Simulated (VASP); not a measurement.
# SrTiO3 (Pm-3m) in VASP: notebook

The runs below take SrTiO3 through relaxation of cell and atoms, with PBE+U.

Program: VASP 6.6.1. These are calculated values, not measurements. Logs are shortened: lines on timing, memory, paths and dates and some standing lists are left out, and cuts for length are marked.

**1. The cell of the first run**

It takes space group Pm-3m (No. 221, cubic). Conventional cell: a = 3.676 Å, b = 3.676 Å, c = 3.676 Å, α = 90.00°, β = 90.00°, γ = 90.00°. Sr (site symmetry m-3m) has 12 O at 2.60 Å and 8 Ti at 3.18 Å within 3.4 Å. Within 2.4 Å of Ti (site symmetry m-3m) lie 6 O at 1.84 Å. O (site symmetry 4/mmm) has 2 Ti at 1.84 Å within 2.4 Å.

**2. Relaxation of cell and atoms, PBE+U, target pressure 60 GPa, at which the enthalpy is minimised**

File INCAR:

```
SYSTEM = SrTiO3
  PREC = Accurate
  ENCUT = 600
  EDIFF = 1E-6
  ISMEAR = 0
  SIGMA = 0.02
  LREAL = .False.
  LASPH = .True.
  NELM = 150
  ALGO = Normal
  ISIF = 3
  LWAVE = .False.
  LCHARG = .False.
  LMAXMIX = 4
  LDAU = .True.
  LDAUTYPE = 2
  LDAUL = -1 2 -1
  LDAUU = 0 4 0
  LDAUJ = 0 0 0
  LDAUPRINT = 1
  GGA = PE
  IBRION = 2
  NSW = 70
  EDIFFG = -0.008
  PSTRESS = 600.0
```

File KPOINTS:

```
Automatic mesh
0
Gamma
  8 8 8
  0 0 0
```

File POSCAR:

```
SrTiO3
1.0
    3.6763475726      0.0000000000      0.0000000000
    0.0000000000      3.6763475726      0.0000000000
    0.0000000000      0.0000000000      3.6763475726
Sr Ti O
1 1 3
Direct
    0.0000000000      0.0000000000      0.0000000000
    0.5000000000      0.5000000000      0.5000000000
    0.5000000000      0.0000000000      0.5000000000
    0.5000000000      0.5000000000      0.0000000000
    0.0000000000      0.5000000000      0.5000000000
```

Potentials or basis: VASP PAW PBE potentials, release 64 (Sr_sv, Ti_sv, O).

On the command line:

```sh
> cat potpaw_PBE.64/Sr_sv/POTCAR potpaw_PBE.64/Ti_sv/POTCAR potpaw_PBE.64/O/POTCAR > POTCAR
> mpirun -np 1 vasp_std > vasp.out
```

OUTCAR:

```text
SYSTEM = SrTiO3
   PREC = Accurate
   ENCUT = 600
   EDIFF = 1E-6
   ISMEAR = 0
   LREAL = .False.
   LASPH = .True.
   NELM = 150
   ISIF = 3
   GGA = PE
   IBRION = 2
   NSW = 70
   EDIFFG = -0.008
   PSTRESS = 600.0

 ion  position               nearest neighbor table
   1  0.000  0.000  0.000-   3 2.60   4 2.60   5 2.60   3 2.60   5 2.60   4 2.60   5 2.60   5 2.60
                             3 2.60   4 2.60   3 2.60   4 2.60   2 3.18   2 3.18   2 3.18   2 3.18
   2  0.500  0.500  0.500-   3 1.84   4 1.84   5 1.84   4 1.84   3 1.84   5 1.84   1 3.18   1 3.18
                             1 3.18   1 3.18   1 3.18   1 3.18   1 3.18   1 3.18
   3  0.500  0.000  0.500-   2 1.84   2 1.84   1 2.60   1 2.60   1 2.60   1 2.60
   4  0.500  0.500  0.000-   2 1.84   2 1.84   1 2.60   1 2.60   1 2.60   1 2.60
   5  0.000  0.500  0.500-   2 1.84   2 1.84   1 2.60   1 2.60   1 2.60   1 2.60

  LATTYP: Found a simple cubic cell.
 ALAT       =     3.6763475726

  Lattice vectors:

 A1 = (   3.6763475726,   0.0000000000,   0.0000000000)
 A2 = (   0.0000000000,   3.6763475726,   0.0000000000)
 A3 = (   0.0000000000,   0.0000000000,   3.6763475726)

Analysis of symmetry for initial positions (statically):
=====================================================================
 Subroutine PRICEL returns:
 Original cell was already a primitive cell.

 Routine SETGRP: Setting up the symmetry group for a
 simple cubic supercell.

 Subroutine GETGRP returns: Found 48 space group operations
 (whereof 48 operations were pure point group operations)
 out of a pool of 48 trial point group operations.

The static configuration has the point symmetry O_h .

Analysis of symmetry for dynamics (positions and initial velocities):
=====================================================================
 Subroutine PRICEL returns:
 Original cell was already a primitive cell.

 Routine SETGRP: Setting up the symmetry group for a
 simple cubic supercell.

 Subroutine GETGRP returns: Found 48 space group operations
 (whereof 48 operations were pure point group operations)
 out of a pool of 48 trial point group operations.

The dynamic configuration has the point symmetry O_h .

 Subroutine INISYM returns: Found 48 space group operations
 (whereof 48 operations are pure point group operations),
 and found     1 'primitive' translations

----------------------------------------------------------------------------------------

                                     Primitive cell

  volume of cell :      49.6878

  direct lattice vectors                    reciprocal lattice vectors
     3.676347573  0.000000000  0.000000000     0.272009101  0.000000000  0.000000000
     0.000000000  3.676347573  0.000000000     0.000000000  0.272009101  0.000000000
     0.000000000  0.000000000  3.676347573     0.000000000  0.000000000  0.272009101

  length of vectors
     3.676347573  3.676347573  3.676347573     0.272009101  0.272009101  0.272009101

  position of ions in fractional coordinates (direct lattice)
     0.000000000  0.000000000  0.000000000
     0.500000000  0.500000000  0.500000000
     0.500000000  0.000000000  0.500000000
     0.500000000  0.500000000  0.000000000
     0.000000000  0.500000000  0.500000000

  ion indices of the primitive-cell ions
   primitive index   ion index
                 1           1
                 2           2
                 3           3
                 4           4
[... 67 lines left out ...]
   ISPIN  =      1    spin polarized calculation?
   LNONCOLLINEAR =      F non collinear calculations
   LSORBIT =      F    spin-orbit coupling
   LASPH  =      T    aspherical Exc in radial PAW
   ENCUT  =  600.0 eV  44.10 Ry    6.64 a.u.   7.34  7.34  7.34*2*pi/ulx,y,z
   NELM   =    150;   NELMIN=  2; NELMDL= -5     # of ELM steps
   EDIFF  = 0.1E-05   stopping-criterion for ELM
   LREAL  =      F    real-space projection
   EDIFFG = -.8E-02   stopping-criterion for IOM
   NSW    =     70    number of steps for IOM
   IBRION =      2    ionic relax: 0-MD 1-quasi-New 2-CG
   NFREE  =      1    steps in history (QN), initial steepest desc. (CG)
   ISIF   =      3    stress and relaxation
   ISYM   =      2    0-nonsym 1-usesym 2-fastsym
   POTIM  = 0.5000    time-step for ionic-motion
   TEBEG  =    0.0;   TEEND  =   0.0 temperature during run
   PSTRESS=  600.0 pullay stress
   NELECT =      40.0000    total number of electrons
   NUPDOWN=      -1.0000    fix difference up-down
   EMIN   =  10.00;   EMAX   =-10.00  energy-range for DOS
   EFERMI =   0.00;   METHOD = LEGACY
   ISMEAR =     0;   SIGMA  =   0.02  broadening in eV -4-tet -1-fermi 0-gaus
   EFERMI_NEDOS =   21; number of points for ismear=-14 and -15
   IALGO  =     38    algorithm
   IMIX   =      4    mixing-type and parameters
     AMIX     =   0.40;   BMIX     =  1.00
     AMIX_MAG =   1.60;   BMIX_MAG =  1.00
  volume/ion in A,a.u.               =       9.94        67.06
  Fermi-wavevector in a.u.,A,eV,Ry     =   1.522924  2.877909 31.555963  2.319298
  Thomas-Fermi vector in A             =   2.631437
   LORBIT       =      0    0 simple, 1 ext, 2 COOP (PROOUT), +10 PAW based schemes
 LDA+U is selected, type is set to LDAUTYPE =  2
   angular momentum for each species LDAUL =    -1    2   -1
   U (eV)           for each species LDAUU =   0.0  4.0  0.0
   J (eV)           for each species LDAUJ =   0.0  0.0  0.0
   GGA     = PE    functional components
   LHFCALC =     F    Hartree Fock is set to
   AEXX    =    0.0000 exact exchange contribution
   IVDW    =     0    specifies the selected vdW correction
   LEPSILON=     F    determine dielectric tensor
   LRPA    =     F    only Hartree local field effects (RPA)
 conjugate gradient relaxation of ions
 non-spin polarized calculation
 Gauss-broadening in eV      SIGMA  =   0.02
  energy-cutoff  :      600.00
  volume of cell :       49.69
 maximum number of plane-waves:      1682
 NGX is ok and might be reduce to    30
   NGX = 15   NGY = 15   NGZ = 15

--------------------------------------- Ionic step        1  -------------------------------------------

 number of electron      39.9999974 magnetization

 Free energy of the ion-electron system (eV)
  ---------------------------------------------------
  ext. energy  EPLUGINS =         0.00000000
  ---------------------------------------------------
  free energy    TOTEN  =       -35.38224151 eV

  energy without entropy =      -35.38224151  energy(sigma->0) =      -35.38224151

------------------------ aborting loop because EDIFF is reached ----------------------------------------

  FORCE on cell =-STRESS in cart. coord.  units (eV):
  Direction    XX          YY          ZZ          XY          YZ          ZX
  --------------------------------------------------------------------------------------
  -------------------------------------------------------------------------------------
  Total       19.1232642     19.1232642     19.1232642     -0.0000000     -0.0000000      0.0000000
  in kB      616.6275361    616.6275361    616.6275361     -0.0000000     -0.0000000      0.0000000
  external PRESSURE =      16.6275361 kB  Pullay stress =     600.0000000 kB
[... 65 lines left out ...]
  energy  without entropy=      -35.6554566139  energy(sigma->0) =      -35.65545661

  enthalpy is  TOTEN    =       -16.7687316216 eV   P V=       18.8867249923

atom =   2  type =  2  l = 2

 onsite density matrix

spin component  1

  0.1168 -0.0000  0.0000 -0.0000 -0.0000
 -0.0000  0.1168 -0.0000  0.0000 -0.0000
  0.0000 -0.0000  0.3081  0.0000 -0.0000
 -0.0000  0.0000  0.0000  0.1168  0.0000
 -0.0000 -0.0000 -0.0000  0.0000  0.3081

spin component  2

  0.1168 -0.0000  0.0000 -0.0000 -0.0000
 -0.0000  0.1168 -0.0000  0.0000 -0.0000
  0.0000 -0.0000  0.3081  0.0000 -0.0000
 -0.0000  0.0000  0.0000  0.1168  0.0000
 -0.0000 -0.0000 -0.0000  0.0000  0.3081

 occupancies and eigenvectors

  o =  0.1168  v =  0.0000  0.9702 -0.0000  0.2423 -0.0000  0.0000  0.0000  0.0000  0.0000  0.0000      0.0000  0.0000  0.0000  0.0000  0.0000  0.0000  0.0000  0.0000  0.0000  0.0000
  o =  0.1168  v =  0.0000  0.0000  0.0000  0.0000  0.0000  0.0000  0.9702 -0.0000  0.2423 -0.0000      0.0000  0.0000  0.0000  0.0000  0.0000  0.0000  0.0000  0.0000  0.0000  0.0000
  o =  0.1168  v =  0.0000 -0.2423 -0.0000  0.9702  0.0000  0.0000  0.0000  0.0000  0.0000  0.0000      0.0000  0.0000  0.0000  0.0000  0.0000  0.0000  0.0000  0.0000  0.0000  0.0000
  o =  0.1168  v =  0.0000  0.0000  0.0000  0.0000  0.0000  0.0000 -0.2423 -0.0000  0.9702  0.0000      0.0000  0.0000  0.0000  0.0000  0.0000  0.0000  0.0000  0.0000  0.0000  0.0000
  o =  0.1168  v =  0.0000  0.0000  0.0000  0.0000  0.0000  1.0000  0.0000  0.0000  0.0000  0.0000      0.0000  0.0000  0.0000  0.0000  0.0000  0.0000  0.0000  0.0000  0.0000  0.0000
  o =  0.1168  v =  1.0000  0.0000  0.0000  0.0000  0.0000  0.0000  0.0000  0.0000  0.0000  0.0000      0.0000  0.0000  0.0000  0.0000  0.0000  0.0000  0.0000  0.0000  0.0000  0.0000
  o =  0.3081  v =  0.0000  0.0000  0.0000  0.0000  0.0000  0.0000 -0.0000 -0.0013  0.0000 -1.0000      0.0000  0.0000  0.0000  0.0000  0.0000  0.0000  0.0000  0.0000  0.0000  0.0000
  o =  0.3081  v =  0.0000 -0.0000 -0.0013  0.0000 -1.0000  0.0000  0.0000  0.0000  0.0000  0.0000      0.0000  0.0000  0.0000  0.0000  0.0000  0.0000  0.0000  0.0000  0.0000  0.0000
  o =  0.3081  v =  0.0000 -0.0000 -1.0000 -0.0000  0.0013  0.0000  0.0000  0.0000  0.0000  0.0000      0.0000  0.0000  0.0000  0.0000  0.0000  0.0000  0.0000  0.0000  0.0000  0.0000
  o =  0.3081  v =  0.0000  0.0000  0.0000  0.0000  0.0000  0.0000 -0.0000 -1.0000 -0.0000  0.0013      0.0000  0.0000  0.0000  0.0000  0.0000  0.0000  0.0000  0.0000  0.0000  0.0000

--------------------------------------- Ionic step        3  -------------------------------------------

 number of electron      39.9999974 magnetization

 Free energy of the ion-electron system (eV)
  ---------------------------------------------------
  ext. energy  EPLUGINS =         0.00000000
  ---------------------------------------------------
  free energy    TOTEN  =       -35.46150219 eV

  energy without entropy =      -35.46150219  energy(sigma->0) =      -35.46150219

 E-fermi :   5.9473     XC(G=0): -12.2382

 val. band max:        5.8624344149   @ k =   0.5000   0.5000   0.5000
 cond. band min:       8.5981176186   @ k =   0.0000   0.0000   0.0000
 fundamental gap:      2.7356832037
 Fermi energy:         5.9472912921

 k-point     1 :       0.0000    0.0000    0.0000
  band No.  band energies     occupation
      1     -50.7265      2.00000
      2     -27.0754      2.00000
      3     -27.0754      2.00000
      4     -27.0754      2.00000
      5     -26.4477      2.00000
      6     -12.2810      2.00000
[... 637 lines left out ...]
     23      11.5861      0.00000
     24      13.3341      0.00000

 [... further k-points ...]

------------------------ aborting loop because EDIFF is reached ----------------------------------------

  FORCE on cell =-STRESS in cart. coord.  units (eV):
  Direction    XX          YY          ZZ          XY          YZ          ZX
  --------------------------------------------------------------------------------------
  -------------------------------------------------------------------------------------
  Total       18.6830878     18.6830878     18.6830878      0.0000000      0.0000000     -0.0000000
  in kB      599.9131380    599.9131380    599.9131380      0.0000000      0.0000000     -0.0000000
  external PRESSURE =      -0.0868620 kB  Pullay stress =     600.0000000 kB
[... 24 lines left out ...]
  energy  without entropy=      -35.4615021881  energy(sigma->0) =      -35.46150219

  enthalpy is  TOTEN    =       -16.7757092673 eV   P V=       18.6857929208

 reached required accuracy - stopping structural energy minimisation
```

It took 2.2 min on 1 thread of Intel Xeon 8259CL, shared host; peak memory 0.22 GiB.

What came out:

| Item | Value |
| --- | --- |
| Free energy | -35.4615 eV |
| Relaxed volume | 9.98 Å³/atom |
| Relaxed cell | a = 3.681 Å, b = 3.681 Å, c = 3.681 Å, α = 90.00°, β = 90.00°, γ = 90.00° |
| Space group after relaxing (to 0.1 Å) | Pm-3m (No. 221) |
| Energy change on relaxing (the run minimises the enthalpy) | -15.9 meV/atom |
| Ionic steps | 3 |
| Pressure after relaxing | 60.0 GPa |
| Band gap on the k mesh | 2.74 eV (least direct gap 3.00 eV) |

The path:
| step | energy change (eV) | largest force (eV/Å) | pressure (GPa) | volume (Å³) |
| --- | --- | --- | --- | --- |
| 1 | 0.0000 | 0.0000 | 61.66 | 49.69 |
| 2 | -0.2732 | 0.0000 | 55.88 | 50.43 |
| 3 | -0.0793 | 0.0000 | 59.99 | 49.90 |

Final structure:
```xyz
5
Lattice="3.6815 0.0000 0.0000 0.0000 3.6815 0.0000 0.0000 0.0000 3.6815" Properties=species:S:1:pos:R:3 pbc="T T T"
Sr    0.0000    0.0000    0.0000
Ti    1.8407    1.8407    1.8407
O     1.8407    0.0000    1.8407
O     1.8407    1.8407    0.0000
O     0.0000    1.8407    1.8407
```

Eigenvalues of the final occupation matrices:
| site | spin | trace | eigenvalues |
| --- | --- | --- | --- |
| site 2 d | 1 | 0.97 | 0.12 0.12 0.12 0.31 0.31 |
| site 2 d | 2 | 0.97 | 0.12 0.12 0.12 0.31 0.31 |

Caveat: the cell is relaxed towards a set pressure, so the run minimises the enthalpy, not the energy.

**3. Relaxation of cell and atoms, PBE+U, target pressure 30 GPa, at which the enthalpy is minimised**

This run uses another cell than the first one, of 10.73 Å³/atom.

File INCAR:

```
ALGO     = Normal         # electronic algorithm
EDIFF    = 1E-6           # SCF threshold, eV
EDIFFG   = -0.008         # ionic threshold
ENCUT    = 600            # plane-wave cutoff, eV
GGA      = PE             # functional
IBRION   = 2              # ionic algorithm
ISIF     = 3              # what is computed and relaxed
ISMEAR   = 0              # smearing method
LASPH    = T              # aspherical terms in the spheres
LCHARG   = F              # write CHGCAR
LDAU     = T              # DFT+U
LDAUJ    = 0 0 0        
LDAUL    = -1 2 -1        # shell
LDAUPRINT= 1            
LDAUTYPE = 2            
LDAUU    = 0 4 0          # U, eV
LMAXMIX  = 4              # l up to which the mixer works
LREAL    = F              # projectors in reciprocal space
LWAVE    = F              # write WAVECAR
NELM     = 150            # most SCF steps
NSW      = 70             # ionic steps
PREC     = Accurate       # precision mode
PSTRESS  = 300.0        
SIGMA    = 0.02           # smearing width, eV
```

File KPOINTS:

```
k-points
0
Gamma
  8 8 8
```

Edit POSCAR of step 2 so:

```diff
@@ -2,5 +2,5 @@
 1.0
-    3.6763475726      0.0000000000      0.0000000000
-    0.0000000000      3.6763475726      0.0000000000
-    0.0000000000      0.0000000000      3.6763475726
+    3.7716285952      0.0000000000      0.0000000000
+    0.0000000000      3.7716285952      0.0000000000
+    0.0000000000      0.0000000000      3.7716285952
 Sr Ti O
```

Potentials or basis: VASP PAW PBE potentials, release 64 (Sr_sv, Ti_sv, O).

On the command line:

```sh
> cat potpaw_PBE.64/Sr_sv/POTCAR potpaw_PBE.64/Ti_sv/POTCAR potpaw_PBE.64/O/POTCAR > POTCAR
> mpirun -np 1 vasp_std > vasp.out
```

Wall time 2.4 min (1 thread of Intel Xeon 8259CL, shared host); peak memory 0.22 GiB.

It converged, with:

| Property | Result |
| --- | --- |
| Free energy | -36.7469 eV |
| Relaxed volume | 10.91 Å³/atom |
| Relaxed cell | a = 3.792 Å, b = 3.792 Å, c = 3.792 Å, α = 90.00°, β = 90.00°, γ = 90.00° |
| Space group after relaxing (to 0.1 Å) | Pm-3m (No. 221) |
| Energy change on relaxing (the run minimises the enthalpy) | -35.9 meV/atom |
| Ionic steps | 3 |
| Pressure after relaxing | 30.0 GPa |
| Band gap on the k mesh | 2.57 eV (least direct gap 2.93 eV) |

The path:
```
step  energy change (eV)  largest force (eV/Å)  pressure (GPa)  volume (Å³)
   1              0.0000                0.0000           34.76        53.65
   2             -0.4421                0.0000           22.03        56.17
   3             -0.1797                0.0000           29.95        54.54
```

Final structure:
```yaml
crystal:
  lattice:
    - [3.79238, 0.00000, 0.00000]
    - [0.00000, 3.79238, 0.00000]
    - [0.00000, 0.00000, 3.79238]
  atoms:
    - { symbol: Sr, position: [0.00000, 0.00000, 0.00000] }
    - { symbol: Ti, position: [0.50000, 0.50000, 0.50000] }
    - { symbol: O, position: [0.50000, 0.00000, 0.50000] }
    - { symbol: O, position: [0.50000, 0.50000, 0.00000] }
    - { symbol: O, position: [0.00000, 0.50000, 0.50000] }
```

Levels at points of the mesh, in eV from the valence-band top:
| k point | band 16 | band 17 | band 18 | band 19 | band 20 | band 21 | band 22 | band 23 | band 24 |
| --- | --- | --- | --- | --- | --- | --- | --- | --- | --- |
| (0.00, 0.00, 0.00) | -1.34 | -1.34 | -0.36 | -0.36 | -0.36 | 2.57 | 2.57 | 2.57 | 4.92 |
| (0.50, 0.00, 0.00) | -2.46 | -2.46 | -2.30 | -0.79 | -0.79 | 2.83 | 4.77 | 4.77 | 4.99 |
| (0.50, 0.50, 0.00) | -3.10 | -1.80 | -1.67 | -1.67 | -0.11 | 4.79 | 4.79 | 5.28 | 6.06 |
| (0.50, 0.50, 0.50) | -3.87 | -3.87 | 0.00 | 0.00 | 0.00 | 5.59 | 5.59 | 5.59 | 7.24 |

Eigenvalues of the final occupation matrices:
```tsv
site	spin	trace	eigenvalues
site 2 d	1	0.89	0.11 0.11 0.11 0.28 0.28
site 2 d	2	0.89	0.11 0.11 0.11 0.28 0.28
```

Caveat: the cell is relaxed towards a set pressure, so the run minimises the enthalpy, not the energy. A k mesh can miss the band edges.

(Continued in part 2 of 2.)
